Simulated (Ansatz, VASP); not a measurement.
## RbBr in VASP and in Ansatz

The input INCAR:

```
  ALGO = Normal
  EDIFF = 1E-7
  ENCUT = 520
  GGA = PS
  ISIF = 2
  ISMEAR = 0
  LASPH = T
  LCHARG = F
  LREAL = F
  LWAVE = F
  NBANDS = 15
  NELM = 80
  PREC = Accurate
  SIGMA = 0.05
```

Contents of KPOINTS:

```
k-points
0
Gamma
  6 6 6
```

Contents of POSCAR:

```
RbBr
1.0
    0.0000000000      2.9941970429      4.4912955643
    2.9941970429      0.0000000000      4.4912955643
    2.9941970429      2.9941970429      0.0000000000
Rb Br
1 1
Direct
    0.0000000000      0.0000000000      0.0000000000
    0.5000000000      0.5000000000      0.5000000000
```

Input for Ansatz:

```yaml
crystal:
  lattice:
    - [0.0, 2.9941970429, 4.4912955643]
    - [2.9941970429, 0.0, 4.4912955643]
    - [2.9941970429, 2.9941970429, 0.0]
  atoms:
    - { symbol: Rb, position: [0.0, 0.0, 0.0] }
    - { symbol: Br, position: [0.5, 0.5, 0.5] }
basis:
  ecutwfc: 420
kpoints:
  mp_grid: { grid: [6, 6, 6] }
hamiltonian:
  xc: pbesol
scf:
  occupations: { method: gaussian, width: 0.05 }
output:
  forces: true
  stress: true
  eigenvalues: true
```

Alike in both runs: task single point; functional PBEsol; k mesh 6 × 6 × 6; occupations gaussian, width 0.05 eV; no spin polarisation.

|  | VASP | Ansatz |
| --- | --- | --- |
| version | VASP 6.6.1 | Ansatz 0.2.0 |
| potentials or method | VASP PAW PBE potentials, release 64 (Rb_sv, Br), cutoff 520 eV | scalar-relativistic, plane waves, PAW |
| valence electrons in the cell | 16 | 16 |

|  | VASP | Ansatz | Ansatz less VASP |
| --- | --- | --- | --- |
| gap on the k mesh at the Fermi level (eV) | 3.77 | 3.78 | +0.011 |
| least direct gap on the mesh (eV) | 3.77 | 3.78 | +0.011 |
| pressure (GPa) | 6.1 | 6.0 | -0.11 |
| traceless stress, the component that is largest in VASP (GPa) | -7.01 | -6.90 | +0.110 |

VASP's potentials were made for PBE, not for PBEsol.
